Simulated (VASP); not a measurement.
A run of VASP 6.6.1:

File INCAR:

```
SYSTEM = Os
ALGO = Normal
EDIFF = 1E-7
EDIFFG = -0.005
ENCUT = 600
GGA = PE
IBRION = 2
ISIF = 3
ISMEAR = -1
LASPH = .True.
LCHARG = .False.
LREAL = .False.
LWAVE = .False.
NELM = 100
NSW = 32
PREC = Accurate
PSTRESS = 1600.0
SIGMA = 0.1
```

The input KPOINTS:

```
k-points
0
Gamma
  17 17 10
  0 0 0
```

The input POSCAR:

```
Os
1.0
    2.5400573100      0.0000000000      0.0000000000
   -1.2700286550      2.1997541575      0.0000000000
    0.0000000000      0.0000000000      4.0476368401
Os
2
Direct
    0.3333333333      0.6666666667      0.2500000000
    0.6666666667      0.3333333333      0.7500000000
```

Potentials or basis: VASP PAW PBE potentials, release 64 (Os).

Command:

```console
$ cat potpaw_PBE.64/Os/POTCAR > POTCAR
$ mpirun -np 1 vasp_std > vasp.out
```

Hardware: 1 thread of AMD EPYC 9R45 96-Core Processor (Zen 5) (shared host).

**Question.** How long does it take, and how much memory?

**Answer.** It took 2 min on 1 thread of AMD EPYC 9R45 96-Core Processor (Zen 5), on a shared host, peak memory 0.17 GiB. Counts: scf iterations 56, k points 198, ion steps 9.
